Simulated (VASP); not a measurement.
# CoO in VASP: single point with PBE

Aim: the single point of CoO with PBE.

Everything below comes from runs of VASP 6.6.1. Logs are shortened: lines on timing, memory, paths and dates and some standing lists are left out, and cuts for length are marked.

**1. The cell of the first run**

The cell holds a wire or tube with vacuum around it, 12 atoms: a = 11.600 Å, b = 12.300 Å, c = 7.187 Å, α = 90.00°, β = 90.00°, γ = 90.00°.

**2. Single point, PBE, collinear spin, ferromagnetic start**

Input file INCAR:

```
PREC     = Accurate       # precision mode
ENCUT    = 520            # plane-wave cutoff, eV
EDIFF    = 1E-6           # SCF threshold, eV
ISMEAR   = 0              # smearing method
SIGMA    = 0.05           # smearing width, eV
LREAL    = F              # projectors in reciprocal space
LASPH    = T              # aspherical terms in the spheres
NELM     = 150            # most SCF steps
ALGO     = Normal         # electronic algorithm
ISIF     = 2              # what is computed and relaxed
LWAVE    = F              # write WAVECAR
LCHARG   = T              # write CHGCAR
ISPIN    = 2              # spin polarisation
MAGMOM   = 2.74 2.74 2.74 2.74 2.74 2.74 0.35 0.35 0.35 0.35 0.35 0.35 # initial moments
LORBIT   = 11             # projections on sites
LMAXMIX  = 4              # l up to which the mixer works
GGA      = PE             # functional
LVHAR    = T            
NBANDS   = 61             # bands
KPAR     = 2            
NCORE    = 2
```

Input file KPOINTS:

```
regular mesh
0
Gamma
  1 1 8
```

Input file POSCAR:

```
CoO
1.0
   11.6000000000      0.0000000000      0.0000000000
    0.0000000000     12.3000000000      0.0000000000
    0.0000000000      0.0000000000      7.1866413003
Co O
6 6
Direct
    0.5868111257      0.5000000000     -0.0040266397
    0.4738154128      0.5000000000      0.3147280744
    0.4062641576      0.4062142897     -0.0804888155
    0.5497892721      0.5911040210      0.6726727962
    0.4062641576      0.5937857103     -0.0804888155
    0.5497892721      0.4088959790      0.6726727962
    0.3003246064      0.5000000000      0.8348070608
    0.6672378929      0.5000000000      0.7753044045
    0.4950016572      0.3938915393      0.1300481065
    0.4600932145      0.6081520957      0.4840281294
    0.4950016572      0.6061084607      0.1300481065
    0.4600932145      0.3918479043      0.4840281294
```

Potentials or basis: VASP PAW PBE potentials, release 64 (Co, O).

Run with:

```console
cat potpaw_PBE.64/Co/POTCAR potpaw_PBE.64/O/POTCAR > POTCAR
mpirun -np 4 vasp_std > vasp.out
```

OUTCAR:

```text
PREC = Accurate
   ENCUT = 520
   EDIFF = 1E-6
   ISMEAR = 0
   LREAL = F
   LASPH = T
   NELM = 150
   ISIF = 2
   ISPIN = 2
   LORBIT = 11
   GGA = PE

 ion  position               nearest neighbor table
   1  0.587  0.500  0.996-   8 1.84   9 1.94  11 1.94   5 2.45   3 2.45   6 2.62   4 2.62   2 2.64

   2  0.474  0.500  0.315-  10 1.81  12 1.81  11 1.88   9 1.88   1 2.64   4 2.94   6 2.94
   3  0.406  0.406  0.920-   7 1.79   9 1.84   5 2.31   6 2.43   1 2.45
   4  0.550  0.591  0.673-  10 1.72   8 1.91   6 2.24   5 2.43   1 2.62   2 2.94
   5  0.406  0.594  0.920-   7 1.79  11 1.84   3 2.31   4 2.43   1 2.45
   6  0.550  0.409  0.673-  12 1.72   8 1.91   4 2.24   3 2.43   1 2.62   2 2.94
   7  0.300  0.500  0.835-   3 1.79   5 1.79
   8  0.667  0.500  0.775-   1 1.84   4 1.91   6 1.91
   9  0.495  0.394  0.130-   3 1.84   2 1.88   1 1.94
  10  0.460  0.608  0.484-   4 1.72   2 1.81
  11  0.495  0.606  0.130-   5 1.84   2 1.88   1 1.94
  12  0.460  0.392  0.484-   6 1.72   2 1.81

  LATTYP: Found a simple orthorhombic cell.
 ALAT       =     7.1866413003
 B/A-ratio  =     1.6141058827
 C/A-ratio  =     1.7115088239

  Lattice vectors:

 A1 = (   0.0000000000,   0.0000000000,   7.1866413003)
 A2 = (  11.6000000000,   0.0000000000,   0.0000000000)
 A3 = (   0.0000000000,  12.3000000000,   0.0000000000)

Analysis of symmetry for initial positions (statically):
=====================================================================
 Subroutine PRICEL returns:
 Original cell was already a primitive cell.

 Routine SETGRP: Setting up the symmetry group for a
 simple orthorhombic supercell.

 Subroutine GETGRP returns: Found  2 space group operations
 (whereof  2 operations were pure point group operations)
 out of a pool of  8 trial point group operations.

The static configuration has the point symmetry C_1h.

Analysis of symmetry for dynamics (positions and initial velocities):
=====================================================================
 Subroutine PRICEL returns:
 Original cell was already a primitive cell.

 Routine SETGRP: Setting up the symmetry group for a
 simple orthorhombic supercell.

 Subroutine GETGRP returns: Found  2 space group operations
 (whereof  2 operations were pure point group operations)
 out of a pool of  8 trial point group operations.

The dynamic configuration has the point symmetry C_1h.

Analysis of structural, dynamic, and magnetic symmetry:
=====================================================================
 Subroutine PRICEL returns:
 Original cell was already a primitive cell.

 Routine SETGRP: Setting up the symmetry group for a
 simple orthorhombic supercell.

 Subroutine GETGRP returns: Found  2 space group operations
 (whereof  2 operations were pure point group operations)
 out of a pool of  8 trial point group operations.

The overall configuration has the point symmetry C_1h.

 Subroutine INISYM returns: Found  2 space group operations
 (whereof  2 operations are pure point group operations),
 and found     1 'primitive' translations

----------------------------------------------------------------------------------------

                                     Primitive cell

  volume of cell :    1025.3900

  direct lattice vectors                    reciprocal lattice vectors
    11.600000000  0.000000000  0.000000000     0.086206897  0.000000000  0.000000000
     0.000000000 12.300000000  0.000000000     0.000000000  0.081300813  0.000000000
     0.000000000  0.000000000  7.186641300     0.000000000  0.000000000  0.139147059

  length of vectors
    11.600000000 12.300000000  7.186641300     0.086206897  0.081300813  0.139147059

  position of ions in fractional coordinates (direct lattice)
     0.586811126  0.500000000  0.995973360
     0.473815413  0.500000000  0.314728074
     0.406264158  0.406214290  0.919511185
     0.549789272  0.591104021  0.672672796
     0.406264158  0.593785710  0.919511185
     0.549789272  0.408895979  0.672672796
     0.300324606  0.500000000  0.834807061
     0.667237893  0.500000000  0.775304404
     0.495001657  0.393891539  0.130048106
     0.460093214  0.608152096  0.484028129
     0.495001657  0.606108461  0.130048106
     0.460093214  0.391847904  0.484028129

  ion indices of the primitive-cell ions
   primitive index   ion index
                 1           1
                 2           2
                 3           3
                 4           4
[... 39 lines left out ...]
  0.000000  0.000000  0.250000      2.000000
  0.000000  0.000000  0.375000      2.000000
  0.000000  0.000000  0.500000      1.000000
   k-points           NKPTS =      5   k-points in BZ     NKDIM =      5   number of bands    NBANDS=     61
   number of dos      NEDOS =    301   number of ions     NIONS =     12
   total plane-waves  NPLWV = 466560
   dimension x,y,z NGX =    90 NGY =   96 NGZ =   54
   dimension x,y,z NGXF=   180 NGYF=  192 NGZF=  108
   ions per type =               6   6
   NGX,Y,Z   is equivalent  to a cutoff of  12.90, 12.98, 12.49 a.u.
   NGXF,Y,Z  is equivalent  to a cutoff of  25.80, 25.95, 24.98 a.u.
 SYSTEM =  unknown system
   PREC   = accura    normal or accurate (medium, high low for compatibility)
   ISTART =      0    job   : 0-new  1-cont  2-samecut
   ICHARG =      2    charge: 1-file 2-atom 10-const
   ISPIN  =      2    spin polarized calculation?
   LNONCOLLINEAR =      F non collinear calculations
   LSORBIT =      F    spin-orbit coupling
   LASPH  =      T    aspherical Exc in radial PAW
   ENCUT  =  520.0 eV  38.22 Ry    6.18 a.u.  21.57 22.87 13.36*2*pi/ulx,y,z
   NELM   =    150;   NELMIN=  2; NELMDL= -5     # of ELM steps
   EDIFF  = 0.1E-05   stopping-criterion for ELM
   LREAL  =      F    real-space projection
   EDIFFG = 0.1E-04   stopping-criterion for IOM
   NSW    =      0    number of steps for IOM
   IBRION =     -1    ionic relax: 0-MD 1-quasi-New 2-CG
   NFREE  =      0    steps in history (QN), initial steepest desc. (CG)
   ISIF   =      2    stress and relaxation
   ISYM   =      2    0-nonsym 1-usesym 2-fastsym
   POTIM  = 0.5000    time-step for ionic-motion
   TEBEG  =    0.0;   TEEND  =   0.0 temperature during run
   PSTRESS=    0.0 pullay stress
   NELECT =      90.0000    total number of electrons
   NUPDOWN=      -1.0000    fix difference up-down
   EMIN   =  10.00;   EMAX   =-10.00  energy-range for DOS
   EFERMI =   0.00;   METHOD = LEGACY
   ISMEAR =     0;   SIGMA  =   0.05  broadening in eV -4-tet -1-fermi 0-gaus
   EFERMI_NEDOS =   21; number of points for ismear=-14 and -15
   IALGO  =     38    algorithm
   IMIX   =      4    mixing-type and parameters
     AMIX     =   0.40;   BMIX     =  1.00
     AMIX_MAG =   1.60;   BMIX_MAG =  1.00
  volume/ion in A,a.u.               =      85.45       576.64
  Fermi-wavevector in a.u.,A,eV,Ry     =   0.727544  1.374859  7.201841  0.529320
  Thomas-Fermi vector in A             =   1.818794
   LORBIT       =     11    0 simple, 1 ext, 2 COOP (PROOUT), +10 PAW based schemes
   GGA     = PE    functional components
   LHFCALC =     F    Hartree Fock is set to
   AEXX    =    0.0000 exact exchange contribution
   IVDW    =     0    specifies the selected vdW correction
   LEPSILON=     F    determine dielectric tensor
   LRPA    =     F    only Hartree local field effects (RPA)
 spin polarized calculation
 Gauss-broadening in eV      SIGMA  =   0.05
  energy-cutoff  :      520.00
  volume of cell :     1025.39
 maximum number of plane-waves:     27655
 NGX is ok and might be reduce to    90
   NGX = 43   NGY = 45   NGZ = 27

 number of electron      90.0000027 magnetization      11.9996337

 Free energy of the ion-electron system (eV)
  ---------------------------------------------------
  ext. energy  EPLUGINS =         0.00000000
  ---------------------------------------------------
  free energy    TOTEN  =       -74.42521935 eV

  energy without entropy =      -74.41761218  energy(sigma->0) =      -74.42141577

 E-fermi :  -3.7240     XC(G=0):  -2.4047

 val. band max:       -3.7396839938   @ k =   0.0000   0.0000   0.5000
 cond. band min:      -3.6810652832   @ k =   0.0000   0.0000   0.0000
 fundamental gap:      0.0586187106
 Fermi energy:        -3.7239614431

 spin component 1

 k-point     1 :       0.0000    0.0000    0.0000
  band No.  band energies     occupation
      1     -22.9817      1.00000
      2     -22.6456      1.00000
      3     -22.2914      1.00000
      4     -22.1028      1.00000
      5     -21.9815      1.00000
      6     -21.8579      1.00000
[... 289 lines left out ...]
     56      -0.1779      0.00000
     57      -0.1234      0.00000
 Fermi energy:        -3.7239614431

 spin component 2

 k-point     1 :       0.0000    0.0000    0.0000
  band No.  band energies     occupation
      1     -22.5519      1.00000
      2     -22.1650      1.00000
      3     -21.8523      1.00000
      4     -21.6694      1.00000
      5     -21.4292      1.00000
      6     -21.1825      1.00000
[... 289 lines left out ...]
     56       0.3040      0.00000
     57       0.3357      0.00000
 [bands above 57 left out]

------------------------ aborting loop because EDIFF is reached ----------------------------------------

  FORCE on cell =-STRESS in cart. coord.  units (eV):
  Direction    XX          YY          ZZ          XY          YZ          ZX
  --------------------------------------------------------------------------------------
  -------------------------------------------------------------------------------------
  Total       -0.6173007      0.7733056     -1.5345940      0.0000000      0.0000000     -0.8211653
  in kB       -0.9645356      1.2082941     -2.3978113      0.0000000      0.0000000     -1.2830751
  external PRESSURE =      -0.7180176 kB  Pullay stress =       0.0000000 kB

 VOLUME and BASIS-vectors are now :
 -----------------------------------------------------------------------------
  energy-cutoff  :      520.00
  volume of cell :     1025.39
      direct lattice vectors                 reciprocal lattice vectors
    11.600000000  0.000000000  0.000000000     0.086206897  0.000000000  0.000000000
     0.000000000 12.300000000  0.000000000     0.000000000  0.081300813  0.000000000
     0.000000000  0.000000000  7.186641300     0.000000000  0.000000000  0.139147059

 POSITION                                       TOTAL-FORCE (eV/Angst)
 -----------------------------------------------------------------------------------
      6.80701      6.15000      7.15770         0.194580     -0.000000     -0.052087
      5.49626      6.15000      2.26184        -0.118205     -0.000000      0.225218
      4.71266      4.99644      6.60820         0.113923     -0.023171     -0.075005
      6.37756      7.27058      4.83426        -0.193200      0.124801     -0.073507
      4.71266      7.30356      6.60820         0.113923      0.023171     -0.075005
      6.37756      5.02942      4.83426        -0.193200     -0.124801     -0.073507
      3.48377      6.15000      5.99946        -0.125852     -0.000000      0.169085
      7.73996      6.15000      5.57183        -0.129432     -0.000000     -0.101412
      5.74202      4.84487      0.93461        -0.142818     -0.161831     -0.209561
      5.33708      7.48027      3.47854         0.311550      0.058361      0.237671
      5.74202      7.45513      0.93461        -0.142818      0.161831     -0.209561
      5.33708      4.81973      3.47854         0.311550     -0.058361      0.237671
 -----------------------------------------------------------------------------------
    total drift:                               -0.000448      0.000000      0.002049

  FREE ENERGIE OF THE ION-ELECTRON SYSTEM (eV)
  ---------------------------------------------------
  free  energy   TOTEN  =       -74.4252193549 eV

  energy  without entropy=      -74.4176121808  energy(sigma->0) =      -74.42141577

 total charge

# of ion       s       p       d       tot
------------------------------------------
    1        0.414   0.484   7.240   8.138
    2        0.453   0.594   7.185   8.233
    3        0.453   0.459   7.237   8.149
    4        0.475   0.470   7.262   8.208
    5        0.453   0.459   7.237   8.149
    6        0.475   0.470   7.262   8.208
    7        1.584   3.332   0.000   4.915
    8        1.573   3.376   0.000   4.949
    9        1.575   3.377   0.000   4.952
   10        1.583   3.346   0.000   4.930
   11        1.575   3.377   0.000   4.952
   12        1.583   3.346   0.000   4.930
--------------------------------------------------
tot         12.198  23.091  43.424  78.713

 magnetization (x)

# of ion       s       p       d       tot
------------------------------------------
    1        0.030   0.037   2.197   2.264
    2        0.002   0.001  -1.259  -1.255
    3        0.028   0.028   2.180   2.236
    4        0.019   0.014   2.055   2.088
    5        0.028   0.028   2.180   2.236
    6        0.019   0.014   2.055   2.088
    7        0.006   0.427   0.000   0.433
    8        0.004   0.261   0.000   0.265
    9        0.004   0.228   0.000   0.232
   10        0.002   0.232   0.000   0.234
   11        0.004   0.228   0.000   0.232
   12        0.002   0.232   0.000   0.234
--------------------------------------------------
tot          0.147   1.728   9.409  11.284
```

Run time: 12 min. Hardware: 4 MPI ranks of AMD EPYC 7R43 (Zen 3), shared host; peak memory 0.83 GiB.

What came out:

```yaml
Free_energy: -74.4252 eV
Largest_force: 0.396 eV/Å
Band_gap_on_the_k_mesh: 0.06 eV (least direct gap 0.10 eV)
Net_moment: 12.00 μB per cell
Site_moments: Co +2.26, -1.25, +2.24, +2.09 (each value once); O +0.43, +0.27, +0.23 (each value once) μB
Valence_electrons_inside_the_program's_atomic_spheres: Co 8.14, 8.23, 8.15, 8.21 (each value once); O 4.92, 4.95, 4.93 (each value once)
```

Forces on the atoms (eV/Å):
```
Co   0.195  0.000 -0.052
Co  -0.118  0.000  0.225
Co   0.114 -0.023 -0.075
Co  -0.193  0.125 -0.074
Co   0.114  0.023 -0.075
Co  -0.193 -0.125 -0.074
O   -0.126  0.000  0.169
O   -0.129  0.000 -0.101
O   -0.143 -0.162 -0.210
O    0.312  0.058  0.238
O   -0.143  0.162 -0.210
O    0.312 -0.058  0.238
```
